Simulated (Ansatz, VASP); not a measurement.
## Two plane-wave programs on P

```
P
1.0
     5.43969    0.00000    0.08379
     0.00000   19.68606    0.00000
    -1.45391    0.00000    5.97704
P
10
Cartesian
  -0.2162 8.1149 4.1674
  0.3807 8.7217 2.1244
  0.3807 10.9644 2.1244
  -0.2162 11.5712 4.1674
  -0.0940 9.8430 5.5313
  2.5291 11.5542 1.9900
  3.0767 10.9802 4.0460
  3.0767 8.7059 4.0460
  2.5291 8.1318 1.9900
  3.2553 9.8430 0.7446
```

Alike in both runs: functional PBEsol; k mesh 6 × 2 × 6; occupations gaussian, width 0.02 eV; no spin polarisation.

Ansatz relaxed the structure, and its values are those at the end. VASP's run is a single point on that final structure, the one shown.

```csv
,VASP,Ansatz
version,VASP 6.6.1,Ansatz 0.2.0
potentials or method,"VASP PAW PBE potentials, release 64 (P), cutoff 520 eV","scalar-relativistic, plane waves, PAW"
valence electrons in the cell,50,50
```

VASP gave:

* gap on the k mesh at the Fermi level (eV): 1.03
* least direct gap on the mesh (eV): 1.41
* rms of the force components (eV/Å): 0.013

**Question.** Which values does Ansatz return?

**Answer.** gap on the k mesh at the Fermi level (eV): 1.01; least direct gap on the mesh (eV): 1.39; rms of the force components (eV/Å): 0.001.

VASP's potentials were made for PBE, not for PBEsol. With one functional, cell and mesh, what is left measures potentials, basis and numerics.
